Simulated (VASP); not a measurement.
Set up this calculation in VASP 6.6.1, as the native input.

| Item | Value |
| --- | --- |
| Task | dielectric tensor |
| Functional | PBE |
| Potentials or basis | VASP PAW PBE potentials, release 64 (Li_sv, H) |
| Cutoff | 520 eV |
| k mesh | 10 × 10 × 10 |
| Occupations | gaussian, width 0.01 eV |
| Spin | no spin polarisation |
| Dipole correction | no |
| Further INCAR settings | ALGO = Normal; EDIFF = 1e-08 |

The structure of LiH lies in POSCAR:

```
LiH
1.0
    0.0000000000      2.0035500380      2.0035500380
    2.0035500380      0.0000000000      2.0035500380
    2.0035500380      2.0035500380      0.0000000000
Li H
1 1
Direct
    0.0000000000      0.0000000000      0.0000000000
    0.5000000000      0.5000000000      0.5000000000
```

These files were run (other wordings do the same):

INCAR

```
ALGO     = Normal         # electronic algorithm
EDIFF    = 1E-8           # SCF threshold, eV
ENCUT    = 520            # plane-wave cutoff, eV
GGA      = PE             # functional
ISIF     = 2              # what is computed and relaxed
ISMEAR   = 0              # smearing method
LASPH    = T              # aspherical terms in the spheres
LCHARG   = F              # write CHGCAR
LEPSILON = T              # dielectric tensor by DFPT
LREAL    = F              # projectors in reciprocal space
LWAVE    = F              # write WAVECAR
NELM     = 60             # most SCF steps
PREC     = Accurate       # precision mode
SIGMA    = 0.01           # smearing width, eV
```

KPOINTS

```
k-points
0
Gamma
  10 10 10
```

Potentials or basis: VASP PAW PBE potentials, release 64 (Li_sv, H).

Command:

```sh
$ cat potpaw_PBE.64/Li_sv/POTCAR potpaw_PBE.64/H/POTCAR > POTCAR
$ mpirun -np 1 vasp_std > vasp.out
```

It gave:

- Band gap on the k mesh: 2.98 eV, direct
- Electronic dielectric tensor (diagonal): 4.41
- Born charges (mean of the diagonal): Li +1.02; H -1.02 e

It took 54 s on 1 thread of Intel Xeon 6975P-C (shared host), peak memory 0.15 GiB.
